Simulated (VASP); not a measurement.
# ScHg (Pm-3m) in VASP: further runs, part 2 of 2

VASP 6.6.1. The steps go on from the part before.

### Step 5. Single point, LDA

This run uses another cell than the first one, of 21.07 Å³/atom, 1.087 times its volume.

Contents of INCAR:

```
PREC = Accurate
ENCUT = 520
EDIFF = 1E-6
ISMEAR = -1
SIGMA = 0.1
LREAL = False
LASPH = True
NELM = 60
ALGO = Normal
ISIF = 2
LWAVE = False
LCHARG = False
NBANDS = 18
```

Contents of KPOINTS:

```
regular mesh
0
Gamma
  7 7 7
```

Contents of POSCAR:

```
ScHg
1.0
    3.4800000000      0.0000000000      0.0000000000
    0.0000000000      3.4800000000      0.0000000000
    0.0000000000      0.0000000000      3.4800000000
Sc Hg
1 1
Direct
    0.5000000000      0.5000000000      0.5000000000
    0.0000000000      0.0000000000      0.0000000000
```

Potentials or basis: VASP PAW LDA potentials, release 64 (Sc_sv, Hg).

Run with:

```
cat potpaw_LDA.64/Sc_sv/POTCAR potpaw_LDA.64/Hg/POTCAR > POTCAR
mpirun -np 1 vasp_std > vasp.out
```

OUTCAR:

```text
PREC = Accurate
   ENCUT = 520
   EDIFF = 1E-6
   ISMEAR = -1
   LREAL = False
   LASPH = True
   NELM = 60
   ISIF = 2

 ion  position               nearest neighbor table
   1  0.500  0.500  0.500-   2 3.01   2 3.01   2 3.01   2 3.01   2 3.01   2 3.01   2 3.01   2 3.01

   2  0.000  0.000  0.000-   1 3.01   1 3.01   1 3.01   1 3.01   1 3.01   1 3.01   1 3.01   1 3.01

  LATTYP: Found a simple cubic cell.
 ALAT       =     3.4800000000

  Lattice vectors:

 A1 = (   3.4800000000,   0.0000000000,   0.0000000000)
 A2 = (   0.0000000000,   3.4800000000,   0.0000000000)
 A3 = (   0.0000000000,   0.0000000000,   3.4800000000)

Analysis of symmetry for initial positions (statically):
=====================================================================
 Subroutine PRICEL returns:
 Original cell was already a primitive cell.

 Routine SETGRP: Setting up the symmetry group for a
 simple cubic supercell.

 Subroutine GETGRP returns: Found 48 space group operations
 (whereof 48 operations were pure point group operations)
 out of a pool of 48 trial point group operations.

The static configuration has the point symmetry O_h .

[... 152 lines left out ...]

  energy without entropy =       -8.80688324  energy(sigma->0) =       -8.83916248

 E-fermi :   4.3338     XC(G=0): -11.3146

 val. band max:        4.2147164572   @ k =   0.4286   0.2857   0.1429
 cond. band min:       4.3518939662   @ k =   0.4286   0.0000   0.0000
 fundamental gap:      0.1371775090
 Fermi energy:         4.3337738966

 k-point     1 :       0.0000    0.0000    0.0000
  band No.  band energies     occupation
      1     -45.0902      2.00000
      2     -24.0032      2.00000
      3     -24.0032      2.00000
      4     -24.0032      2.00000
      5      -4.2342      2.00000
      6      -3.6575      2.00000
[... 397 lines left out ...]
      5      -3.4435      2.00000
      6      -3.4020      2.00000
[... 10 lines left out ...]
     17       9.7601      0.00000
     18       9.7601      0.00000

------------------------ aborting loop because EDIFF is reached ----------------------------------------

  FORCE on cell =-STRESS in cart. coord.  units (eV):
  Direction    XX          YY          ZZ          XY          YZ          ZX
  --------------------------------------------------------------------------------------
  -------------------------------------------------------------------------------------
  Total       -0.9724988     -0.9724988     -0.9724988      0.0000000      0.0000000     -0.0000000
  in kB      -36.9710621    -36.9710621    -36.9710621      0.0000000      0.0000000     -0.0000000
  external PRESSURE =     -36.9710621 kB  Pullay stress =       0.0000000 kB

 VOLUME and BASIS-vectors are now :
 -----------------------------------------------------------------------------
  energy-cutoff  :      520.00
  volume of cell :       42.14
      direct lattice vectors                 reciprocal lattice vectors
     3.480000000  0.000000000  0.000000000     0.287356322  0.000000000  0.000000000
     0.000000000  3.480000000  0.000000000     0.000000000  0.287356322  0.000000000
     0.000000000  0.000000000  3.480000000     0.000000000  0.000000000  0.287356322

 POSITION                                       TOTAL-FORCE (eV/Angst)
 -----------------------------------------------------------------------------------
      1.74000      1.74000      1.74000         0.000000      0.000000      0.000000
      0.00000      0.00000      0.00000         0.000000      0.000000      0.000000
 -----------------------------------------------------------------------------------
    total drift:                                0.000000      0.000000      0.000000

  FREE ENERGIE OF THE ION-ELECTRON SYSTEM (eV)
  ---------------------------------------------------
  free  energy   TOTEN  =        -8.8714417135 eV

  energy  without entropy=       -8.8068832437  energy(sigma->0) =       -8.83916248
```

OSZICAR:

```text
N       E                     dE             d eps       ncg     rms          rms(c)
DAV:   1     0.259073419261E+03    0.25907E+03   -0.11676E+04   720   0.136E+03
DAV:   2     0.392912065687E+01   -0.25514E+03   -0.24845E+03   736   0.418E+02
DAV:   3    -0.970009708102E+01   -0.13629E+02   -0.13202E+02  1010   0.115E+02
DAV:   4    -0.997028957646E+01   -0.27019E+00   -0.26910E+00  1080   0.161E+01
DAV:   5    -0.997174828638E+01   -0.14587E-02   -0.14586E-02   952   0.979E-01    0.719E+00
DAV:   6    -0.897326388891E+01    0.99848E+00   -0.22292E+00   946   0.173E+01    0.283E+00
DAV:   7    -0.888272615375E+01    0.90538E-01   -0.27287E-01   960   0.493E+00    0.180E+00
DAV:   8    -0.887264256895E+01    0.10084E-01   -0.14079E-02   826   0.146E+00    0.509E-01
DAV:   9    -0.887147643680E+01    0.11661E-02   -0.21152E-03  1108   0.424E-01    0.520E-02
DAV:  10    -0.887144534029E+01    0.31097E-04   -0.38352E-04   932   0.231E-01    0.341E-02
DAV:  11    -0.887144184685E+01    0.34934E-05   -0.41347E-05   924   0.818E-02    0.158E-02
DAV:  12    -0.887144171355E+01    0.13330E-06   -0.93853E-07   432   0.125E-02
   1 F= -.88714417E+01 E0= -.88391625E+01  d E =-.645585E-01
```

stdout:

```text
POSCAR found type information on POSCAR ScHg
 POSCAR found :  2 types and       2 ions
 scaLAPACK will be used
 LDA part: xc-table for (Slater(with rela. corr.)+CA(PZ))
 , standard interpolation
 POSCAR, INCAR and KPOINTS ok, starting setup
 FFT: planning ... GRIDC
 FFT: planning ... GRID_SOFT
 FFT: planning ... GRID
 WAVECAR not read
 entering main loop
```

Run time: 13 s. Hardware: 1 thread of AMD EPYC 7R13 (Zen 3), shared host; peak memory 0.12 GiB.

What came out:

```yaml
Free_energy: -8.8714 eV
Pressure: -3.7 GPa
```

Caveat: spin-orbit coupling is left out, which moves the levels of the heavy elements.

### Step 6. The runs side by side

```csv
cell,gap on the mesh (eV),pressure (GPa)
"a = 3.385 Å, 2 atoms",none,4.5
"a = 3.417 Å, 2 atoms",none,1.3
"a = 3.449 Å, 2 atoms",none,-1.4
"a = 3.480 Å, 2 atoms",none,-3.7
```

Alike in all rows: task single point; level LDA; potentials or basis VASP PAW LDA potentials, release 64 (Sc_sv, Hg); no spin polarisation; k mesh 7 × 7 × 7; cutoff (eV) 520; smearing fermi-dirac 0.1 eV.

Caveats: spin-orbit coupling is left out, which moves the levels of the heavy elements.

Total energies depend on the potentials used, so only differences within one code and one set of settings carry meaning.
